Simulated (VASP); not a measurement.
**BaNb (L10 type): electric field gradients with r2SCAN**

Crystal: BaNb (L10 type).

```
CELL_PARAMETERS angstrom
3.06843 0.00000 0.00000
0.00000 3.06843 0.00000
0.00000 0.00000 5.79751
ATOMIC_POSITIONS crystal
Ba 0.06518 0.00000 0.00000
Nb 0.50000 0.50000 0.50000
```

```json
{
 "Program": "VASP 6.6.1",
 "Task": "electric field gradients",
 "Functional": "r2SCAN",
 "Potentials or basis": "VASP PAW PBE potentials, release 64 (Ba_sv, Nb_sv)",
 "Cutoff": "520 eV",
 "k mesh": "9 × 9 × 7",
 "Occupations": "methfessel-paxton, width 0.1 eV",
 "Spin": "no spin polarisation",
 "Dipole correction": "no",
 "Further INCAR settings": "ALGO = Normal; EDIFF = 1e-08; NBANDS = 18"
}
```

```yaml
Pressure: 2.0 GPa
Largest_force: 0.259 eV/Å
Band_gap_on_the_k_mesh: zero (an odd number of electrons rules out a gap without spin polarisation)
Largest_electric_field_gradient_by_atom: Ba -235.1; Nb +11.9 V/Å²
```

Forces in eV/Å, atoms in the order of the input:
```
Ba  -0.259  0.000  0.000
Nb   0.259  0.000  0.000
```

Stress tensor (GPa, compression positive):
```
2.01 0.00 0.00
0.00 2.36 0.00
0.00 0.00 1.54
```

Levels at points of the mesh, in eV from the Fermi level:
| k point | band 7 | band 8 | band 9 | band 10 | band 11 | band 12 | band 13 | band 14 | band 15 | band 16 |
| --- | --- | --- | --- | --- | --- | --- | --- | --- | --- | --- |
| (0.00, 0.00, 0.00) | -12.16 | -12.16 | -4.55 | -1.82 | -1.47 | 0.33 | 1.56 | 1.99 | 2.02 | 2.92 |

Electric field gradients, principal values (V/Å²):
```csv
atom,least,middle,greatest (by size)
1 Ba,114.864,120.248,-235.112
2 Nb,-4.101,-7.778,11.880
```

Run time: 4.5 min on 1 thread of Intel(R) Xeon(R) Platinum 8259CL CPU @ 2.50GHz (Skylake/Cascade Lake), on a shared host, peak memory 0.24 GiB.

Caveat: without QUAD_EFG the Cq values of the log hold for a quadrupole moment of 1 mb, not for the nuclei; the PAW data sets were made with another functional, which shifts forces and pressure a little; spin-orbit coupling is left out, which moves the levels of the heavy elements.
